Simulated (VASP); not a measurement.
Input of a VASP 6.6.1 run:

Contents of INCAR:

```
SYSTEM = GaN
ALGO = Normal
EDIFF = 1E-6
EDIFFG = -0.003
ENCUT = 520
GGA = PE
IBRION = 2
ISIF = 2
ISMEAR = 0
LASPH = .True.
LCHARG = .False.
LREAL = .False.
LWAVE = .False.
NELM = 100
NSW = 80
PREC = Accurate
SIGMA = 0.05
```

Contents of KPOINTS:

```
k-points
0
Gamma
  8 8 5
  0 0 0
```

Contents of POSCAR:

```
GaN
1.0
    3.1890000000      0.0000000000      0.0000000000
   -1.5945000000      2.7617550100      0.0000000000
    0.0000000000      0.0000000000      5.2161100000
Ga N
2 2
Direct
    0.3333333333      0.6666666667      0.0000000000
    0.6666666667      0.3333333333      0.5000000000
    0.3333333333      0.6666666667      0.3770000000
    0.6666666667      0.3333333333      0.8770000000
```

Potentials or basis: VASP PAW PBE potentials, release 64 (Ga_d, N).

The run is started by

```bash
$ cat potpaw_PBE.64/Ga_d/POTCAR potpaw_PBE.64/N/POTCAR > POTCAR
$ mpirun -np 1 vasp_std > vasp.out
```

(1) Predict the band gap on the k mesh.

(2) Estimate the energy gained by relaxing.

Answers

(1) 1.86 eV.

(2) 0.1 meV/atom.
